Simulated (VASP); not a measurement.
## Rh: relaxation of cell and atoms with BLYP+D3(BJ)

The system is Rh.

```
CELL_PARAMETERS angstrom
2.69175 0.00000 0.00000
-1.34587 2.33112 0.00000
0.00000 0.00000 8.79807
ATOMIC_POSITIONS crystal
Rh 0.00000 0.00000 0.00000
Rh 0.00000 0.00000 0.50000
Rh 0.33333 0.66667 0.25000
Rh 0.66667 0.33333 0.75000
```

```json
{"Program": "VASP 6.6.1", "Task": "relaxation of cell and atoms", "Functional": "BLYP", "Dispersion": "D3(BJ)", "Potentials or basis": "VASP PAW PBE potentials, release 64 (Rh_pv)", "Cutoff": "600 eV", "k mesh": "10 × 10 × 3", "Occupations": "fermi-dirac, width 0.1 eV", "Spin": "no spin polarisation", "Dipole correction": "no", "Further INCAR settings": "ALGO = Normal; EDIFF = 1e-07; IBRION = 2; EDIFFG = -0.005; NSW = 50; ISIF = 3"}
```

The relaxed volume is 13.88 Å³/atom and the relaxed cell is a = 2.696 Å, b = 2.696 Å, c = 8.822 Å, α = 90.00°, β = 90.00°, γ = 120.00°. The space group after relaxing (to 0.05 Å) is P6_3/mmc (No. 194). The energy gained by relaxing is 0.4 meV/atom, the ionic steps are 5 and the pressure after relaxing is 0.0 GPa. The band gap on the k mesh is zero (band 30 reaches 13.08 eV, above the bottom of band 31 at 11.25 eV) and the dispersion energy per atom is -1.478 eV.

Step by step:
| step | energy change (eV) | largest force (eV/Å) | pressure (GPa) | volume (Å³) |
| --- | --- | --- | --- | --- |
| 1 | 0.0000 | 0.0000 | 1.61 | 55.21 |
| 2 | 0.0072 | 0.0000 | -3.59 | 56.32 |
| 3 | -0.0017 | 0.0000 | -0.03 | 55.54 |
| 4 | -0.0017 | 0.0000 | -0.01 | 55.54 |
| 5 | -0.0017 | 0.0000 | 0.01 | 55.53 |

Final structure:
```cif
data_structure
_symmetry_space_group_name_H-M 'P 1'
_symmetry_Int_Tables_number 1
_cell_length_a 2.6960
_cell_length_b 2.6960
_cell_length_c 8.8220
_cell_angle_alpha 90.000
_cell_angle_beta 90.000
_cell_angle_gamma 120.000
_cell_volume 55.53
loop_
_atom_site_label
_atom_site_type_symbol
_atom_site_fract_x
_atom_site_fract_y
_atom_site_fract_z
_atom_site_occupancy
Rh1 Rh 0.00000 0.00000 0.00000 1
Rh2 Rh 0.00000 0.00000 0.50000 1
Rh3 Rh 0.33333 0.66667 0.25000 1
Rh4 Rh 0.66667 0.33333 0.75000 1
```

Levels at points of the mesh, in eV from the Fermi level:
| k point | band 27 | band 28 | band 29 | band 30 | band 31 | band 32 |
| --- | --- | --- | --- | --- | --- | --- |
| (0.00, 0.00, 0.00) | -2.61 | -1.44 | -1.44 | -0.85 | -0.85 | -0.37 |
| (0.50, 0.00, 0.00) | 0.53 | 0.57 | 0.63 | 0.80 | 0.80 | 0.84 |

Wall time 3.8 min on 1 thread of AMD EPYC 9R45 96-Core Processor (Zen 5) (shared host), peak memory 0.2 GiB.

Caveat: the PAW data sets were made with another functional, which shifts forces and pressure a little; pairwise dispersion overbinds metals, which lowers pressure and volume.
